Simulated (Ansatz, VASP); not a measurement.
# One calculation of Ta, two programs

```xyz
1
Lattice="-1.6266 1.6266 1.6266 1.6266 -1.6266 1.6266 1.6266 1.6266 -1.6266" Properties=species:S:1:pos:R:3 pbc="T T T"
Ta    0.0000    0.0000    0.0000
```

Alike in both runs: functional LDA; k mesh 18 × 18 × 18; occupations fermi-dirac, width 0.08 eV; no spin polarisation.

Ansatz relaxed the structure, and its values are those at the end. VASP's run is a single point on that final structure, the one shown.

|  | VASP | Ansatz |
| --- | --- | --- |
| version | VASP 6.6.1 | Ansatz 0.2.0 |
| potentials or method | VASP PAW LDA potentials, release 64 (Ta_pv) | PAW with Ansatz's default frozen-core files, scalar-relativistic |
| plane-wave cutoff (eV) | 520 | 420 |
| valence electrons in the cell | 11 | 13 |

|  | VASP | Ansatz | Ansatz less VASP |
| --- | --- | --- | --- |
| pressure (GPa) | 0.9 | 0.0 | -0.89 |

LDA's correlation is that of Perdew and Zunger in VASP and of Perdew and Wang (1992) in Ansatz. VASP's potentials hold 11 valence electrons a cell and Ansatz's 13, so a difference there can come from the potentials and not from the codes.

Spin-orbit coupling is off throughout.
